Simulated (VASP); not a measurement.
# KCl2 in VASP: single point with PBE

Aim: the single point of KCl2 with PBE.

Everything below comes from runs of VASP 6.6.1. Logs are shortened: lines on timing, memory, paths and dates and some standing lists are left out, and cuts for length are marked.

### Step 1. The cell of the first run

The typed cell holds 6 atoms: a = 4.016 Å, b = 4.016 Å, c = 12.658 Å, α = 90.00°, β = 90.00°, γ = 60.00°.

### Step 2. Single point, PBE

INCAR reads:

```
PREC = Accurate
ENCUT = 520
EDIFF = 1E-7
ISMEAR = 1
SIGMA = 0.0213
LREAL = F
LASPH = T
NELM = 80
ALGO = Normal
ISIF = 2
LWAVE = F
LCHARG = F
GGA = PE
NBANDS = 32
```

KPOINTS reads:

```
Automatic mesh
0
Gamma
  7 7 2
```

POSCAR reads:

```
KCl2
1.0
    2.0079620000      3.4778920000      0.0000000000
   -2.0079620000      3.4778920000      0.0000000000
    0.0000000000      0.0000000000     12.6584770000
Cl K
4 2
Direct
    0.3333000000      0.3334000000      0.0000000000
    0.6666000000      0.6667000000      0.5000000000
    0.0000000000      0.0000000000      0.2500000000
    0.0000000000      0.0000000000      0.7500000000
    0.3333000000      0.3334000000      0.3750000000
    0.6666000000      0.6667000000      0.8750000000
```

Potentials or basis: VASP PAW PBE potentials, release 64 (Cl, K_sv).

Launch:

```sh
$ cat potpaw_PBE.64/Cl/POTCAR potpaw_PBE.64/K_sv/POTCAR > POTCAR
$ mpirun -np 1 vasp_std > vasp.out
```

OUTCAR:

```text
PREC = Accurate
   ENCUT = 520
   EDIFF = 1E-7
   ISMEAR = 1
   LREAL = F
   LASPH = T
   NELM = 80
   ISIF = 2
   GGA = PE

 ion  position               nearest neighbor table
   1  0.333  0.333  0.000-   6 2.81   6 2.81   6 2.81
   2  0.667  0.667  0.500-   5 2.81   5 2.81   5 2.81
   3  0.000  0.000  0.250-   5 2.81   5 2.81   5 2.81
   4  0.000  0.000  0.750-   6 2.81   6 2.81   6 2.81
   5  0.333  0.333  0.375-   2 2.81   3 2.81   3 2.81   2 2.81   2 2.81   3 2.81
   6  0.667  0.667  0.875-   1 2.81   4 2.81   4 2.81   1 2.81   1 2.81   4 2.81

  LATTYP: Found a hexagonal cell.
 ALAT       =     4.0159238236
 C/A-ratio  =     3.1520709944

  Lattice vectors:

 A1 = (   2.0079620000,  -3.4778920000,   0.0000000000)
 A2 = (   2.0079620000,   3.4778920000,   0.0000000000)
 A3 = (   0.0000000000,   0.0000000000,  12.6584770000)

Analysis of symmetry for initial positions (statically):
=====================================================================
 Subroutine PRICEL returns:
 Original cell was already a primitive cell.

 Routine SETGRP: Setting up the symmetry group for a
 hexagonal supercell.

 Subroutine GETGRP returns: Found  2 space group operations
 (whereof  1 operations were pure point group operations)
 out of a pool of 24 trial point group operations.

The static configuration has the point symmetry C_1 .
 The point group associated with its full space group is C_1h.

Analysis of symmetry for dynamics (positions and initial velocities):
=====================================================================
 Subroutine PRICEL returns:
 Original cell was already a primitive cell.

 Routine SETGRP: Setting up the symmetry group for a
 hexagonal supercell.

 Subroutine GETGRP returns: Found  2 space group operations
 (whereof  1 operations were pure point group operations)
 out of a pool of 24 trial point group operations.

The dynamic configuration has the point symmetry C_1 .
 The point group associated with its full space group is C_1h.

 Subroutine INISYM returns: Found  2 space group operations
 (whereof  1 operations are pure point group operations),
 and found     1 'primitive' translations

----------------------------------------------------------------------------------------

                                     Primitive cell

  volume of cell :     176.8003

  direct lattice vectors                    reciprocal lattice vectors
     2.007962000  3.477892000  0.000000000     0.249008696  0.143765246  0.000000000
    -2.007962000  3.477892000  0.000000000    -0.249008696  0.143765246  0.000000000
     0.000000000  0.000000000 12.658477000     0.000000000  0.000000000  0.078998445

  length of vectors
     4.015923824  4.015923824 12.658477000     0.287530480  0.287530480  0.078998445

  position of ions in fractional coordinates (direct lattice)
     0.333300000  0.333400000  0.000000000
     0.666600000  0.666700000  0.500000000
     0.000000000  0.000000000  0.250000000
     0.000000000  0.000000000  0.750000000
     0.333300000  0.333400000  0.375000000
     0.666600000  0.666700000  0.875000000

  ion indices of the primitive-cell ions
   primitive index   ion index
                 1           1
                 2           2
                 3           3
                 4           4
                 5           5
                 6           6

----------------------------------------------------------------------------------------

 KPOINTS: Automatic mesh

Automatic generation of k-mesh.
 Grid dimensions read from file:
 generate k-points for:    7    7    2

 Generating k-lattice:

  Cartesian coordinates                     Fractional coordinates (reciprocal lattice)
     0.035572671  0.020537892  0.000000000     0.142857143  0.000000000  0.000000000
    -0.035572671  0.020537892  0.000000000     0.000000000  0.142857143  0.000000000
     0.000000000  0.000000000  0.039499223     0.000000000  0.000000000  0.500000000

  Length of vectors
     0.041075783  0.041075783  0.039499223

  Shift w.r.t. Gamma in fractional coordinates (k-lattice)
     0.000000000  0.000000000  0.000000000

 Subroutine IBZKPT returns following result:
 ===========================================

 Found     32 irreducible k-points:

 Following reciprocal coordinates:
            Coordinates               Weight
  0.000000  0.000000  0.000000      1.000000
  0.142857  0.000000  0.000000      4.000000
  0.142857  0.142857  0.000000      2.000000
  0.285714 -0.000000  0.000000      4.000000
  0.285714  0.285714  0.000000      2.000000
  0.428571  0.000000  0.000000      4.000000
[... 16 lines left out ...]
  0.428571  0.428571  0.500000      2.000000
  0.285714  0.142857  0.500000      4.000000
 [... further k-points ...]
   k-points           NKPTS =     32   k-points in BZ     NKDIM =     32   number of bands    NBANDS=     32
   number of dos      NEDOS =    301   number of ions     NIONS =      6
   total plane-waves  NPLWV =  86400
   dimension x,y,z NGX =    30 NGY =   30 NGZ =   96
   dimension x,y,z NGXF=    60 NGYF=   60 NGZF=  192
   ions per type =               4   2
   NGX,Y,Z   is equivalent  to a cutoff of  12.42, 12.42, 12.61 a.u.
   NGXF,Y,Z  is equivalent  to a cutoff of  24.84, 24.84, 25.22 a.u.
 SYSTEM =  unknown system
   PREC   = accura    normal or accurate (medium, high low for compatibility)
   ISTART =      0    job   : 0-new  1-cont  2-samecut
   ICHARG =      2    charge: 1-file 2-atom 10-const
   ISPIN  =      1    spin polarized calculation?
   LNONCOLLINEAR =      F non collinear calculations
   LSORBIT =      F    spin-orbit coupling
   LASPH  =      T    aspherical Exc in radial PAW
   ENCUT  =  520.0 eV  38.22 Ry    6.18 a.u.   7.47  7.47 23.54*2*pi/ulx,y,z
   NELM   =     80;   NELMIN=  2; NELMDL= -5     # of ELM steps
   EDIFF  = 0.1E-06   stopping-criterion for ELM
   LREAL  =      F    real-space projection
   EDIFFG = 0.1E-05   stopping-criterion for IOM
   NSW    =      0    number of steps for IOM
   IBRION =     -1    ionic relax: 0-MD 1-quasi-New 2-CG
   NFREE  =      0    steps in history (QN), initial steepest desc. (CG)
   ISIF   =      2    stress and relaxation
   ISYM   =      2    0-nonsym 1-usesym 2-fastsym
   POTIM  = 0.5000    time-step for ionic-motion
   TEBEG  =    0.0;   TEEND  =   0.0 temperature during run
   PSTRESS=    0.0 pullay stress
   NELECT =      46.0000    total number of electrons
   NUPDOWN=      -1.0000    fix difference up-down
   EMIN   =  10.00;   EMAX   =-10.00  energy-range for DOS
   EFERMI =   0.00;   METHOD = LEGACY
   ISMEAR =     1;   SIGMA  =   0.02  broadening in eV -4-tet -1-fermi 0-gaus
   EFERMI_NEDOS =   21; number of points for ismear=-14 and -15
   IALGO  =     38    algorithm
   IMIX   =      4    mixing-type and parameters
     AMIX     =   0.40;   BMIX     =  1.00
     AMIX_MAG =   1.60;   BMIX_MAG =  1.00
  volume/ion in A,a.u.               =      29.47       198.85
  Fermi-wavevector in a.u.,A,eV,Ry     =   1.045121  1.974992 14.861333  1.092277
  Thomas-Fermi vector in A             =   2.179903
   LORBIT       =      0    0 simple, 1 ext, 2 COOP (PROOUT), +10 PAW based schemes
   GGA     = PE    functional components
   LHFCALC =     F    Hartree Fock is set to
   AEXX    =    0.0000 exact exchange contribution
   IVDW    =     0    specifies the selected vdW correction
   LEPSILON=     F    determine dielectric tensor
   LRPA    =     F    only Hartree local field effects (RPA)
 non-spin polarized calculation
 Methfessel and Paxton  Order N= 1 SIGMA  =   0.02
  energy-cutoff  :      520.00
  volume of cell :      176.80
 maximum number of plane-waves:      4788
 NGX is ok and might be reduce to    30
   NGX = 15   NGY = 15   NGZ = 47

 number of electron      45.9999989 magnetization

 Free energy of the ion-electron system (eV)
  ---------------------------------------------------
  ext. energy  EPLUGINS =         0.00000000
  ---------------------------------------------------
  free energy    TOTEN  =       -13.35404554 eV

  energy without entropy =      -13.35396872  energy(sigma->0) =      -13.35401993

 E-fermi :  -2.1294     XC(G=0):  -7.7147

 val. band max:       -2.1420656288   @ k =   0.2857  -0.0000   0.5000
 cond. band min:      -2.1200492447   @ k =   0.2857  -0.0000   0.5000
 fundamental gap:      0.0220163841
 Fermi energy:        -2.1294205274

 k-point     1 :       0.0000    0.0000    0.0000
  band No.  band energies     occupation
      1     -28.4548      2.00000
      2     -28.4548      2.00000
      3     -14.9086      2.00000
      4     -14.8043      2.00000
      5     -14.7053      2.00000
      6     -14.5905      2.00000
[... 24 lines left out ...]
     31       7.5489      0.00000
     32       7.5607      0.00000

 k-point     2 :       0.1429    0.0000    0.0000
  band No.  band energies     occupation
      1     -28.4483      2.00000
      2     -28.4483      2.00000
      3     -14.8502      2.00000
      4     -14.7533      2.00000
      5     -14.7350      2.00000
      6     -14.6351      2.00000
[... 24 lines left out ...]
     31       7.6069      0.00000
     32       7.8449      0.00000

 k-point     3 :       0.1429    0.1429    0.0000
  band No.  band energies     occupation
      1     -28.4483      2.00000
      2     -28.4483      2.00000
      3     -14.8502      2.00000
      4     -14.7533      2.00000
      5     -14.7350      2.00000
      6     -14.6351      2.00000
[... 24 lines left out ...]
     31       7.6068      0.00000
     32       7.8444      0.00000

 k-point     4 :       0.2857   -0.0000    0.0000
  band No.  band energies     occupation
      1     -28.4336      2.00000
      2     -28.4336      2.00000
      3     -14.8272      2.00000
      4     -14.7597      2.00000
      5     -14.6775      2.00000
      6     -14.6004      2.00000
[... 654 lines left out ...]
     31       9.0413      0.00000
     32       9.0415      0.00000

 k-point    23 :       0.4286    0.4286    0.5000
  band No.  band energies     occupation
      1     -28.4217      2.00000
      2     -28.4217      2.00000
      3     -14.8611      2.00000
      4     -14.8611      2.00000
      5     -14.5093      2.00000
      6     -14.5093      2.00000
[... 24 lines left out ...]
     31       9.0413      0.00000
     32       9.0413      0.00000

 k-point    24 :       0.2857    0.1429    0.5000
  band No.  band energies     occupation
      1     -28.4377      2.00000
      2     -28.4377      2.00000
      3     -14.7682      2.00000
      4     -14.7681      2.00000
      5     -14.6830      2.00000
      6     -14.6830      2.00000
[... 24 lines left out ...]
     31       8.1088      0.00000
     32       8.1090      0.00000

 [... further k-points ...]

------------------------ aborting loop because EDIFF is reached ----------------------------------------

  FORCE on cell =-STRESS in cart. coord.  units (eV):
  Direction    XX          YY          ZZ          XY          YZ          ZX
  --------------------------------------------------------------------------------------
  -------------------------------------------------------------------------------------
  Total        7.9437118      7.9453081      5.0563622      0.0000000      0.0000000      0.0014524
  in kB       71.9864948     72.0009603     45.8211227      0.0000000      0.0000000      0.0131620
  external PRESSURE =      63.2695259 kB  Pullay stress =       0.0000000 kB

 VOLUME and BASIS-vectors are now :
 -----------------------------------------------------------------------------
  energy-cutoff  :      520.00
  volume of cell :      176.80
      direct lattice vectors                 reciprocal lattice vectors
     2.007962000  3.477892000  0.000000000     0.249008696  0.143765246  0.000000000
    -2.007962000  3.477892000  0.000000000    -0.249008696  0.143765246  0.000000000
     0.000000000  0.000000000 12.658477000     0.000000000  0.000000000  0.078998445

 POSITION                                       TOTAL-FORCE (eV/Angst)
 -----------------------------------------------------------------------------------
     -0.00020      2.31871      0.00000        -0.000085     -0.000594      0.928594
     -0.00020      4.63707      6.32924        -0.000085      0.000594      0.928594
      0.00000      0.00000      3.16462        -0.000482      0.000369     -0.921606
      0.00000      0.00000      9.49386        -0.000482     -0.000369     -0.921606
     -0.00020      2.31871      4.74693         0.000567     -0.000984     -0.006988
     -0.00020      4.63707     11.07617         0.000567      0.000984     -0.006988
 -----------------------------------------------------------------------------------
    total drift:                               -0.000006     -0.000000     -0.000347

  FREE ENERGIE OF THE ION-ELECTRON SYSTEM (eV)
  ---------------------------------------------------
  free  energy   TOTEN  =       -13.3540455351 eV

  energy  without entropy=      -13.3539687158  energy(sigma->0) =      -13.35401993
```

Wall time 4.9 min (1 thread of AMD EPYC 7R43 (Zen 3), shared host); peak memory 0.3 GiB.

Results:

```
Free energy            : -13.3540 eV
Pressure               : 6.3 GPa
Largest force          : 0.929 eV/Å
Band gap on the k mesh : zero (bands 23 and 24 overlap by 0.31 eV)
```

Forces on the atoms (eV/Å):
```
Cl   0.000 -0.001  0.929
Cl   0.000  0.001  0.929
Cl   0.000  0.000 -0.922
Cl   0.000  0.000 -0.922
K    0.001 -0.001 -0.007
K    0.001  0.001 -0.007
```

Levels at points of the mesh, in eV from the Fermi level:
| k point | band 20 | band 21 | band 22 | band 23 | band 24 | band 25 | band 26 | band 27 | band 28 | band 29 |
| --- | --- | --- | --- | --- | --- | --- | --- | --- | --- | --- |
| (0.00, 0.00, 0.00) | 0.09 | 0.09 | 0.18 | 0.18 | 0.22 | 7.05 | 8.46 | 8.50 | 9.14 | 9.36 |
| (0.00, 0.00, 0.50) | -0.07 | 0.14 | 0.14 | 0.14 | 0.14 | 7.52 | 7.52 | 9.00 | 9.00 | 9.57 |

Caveat: the cell stands under pressure.
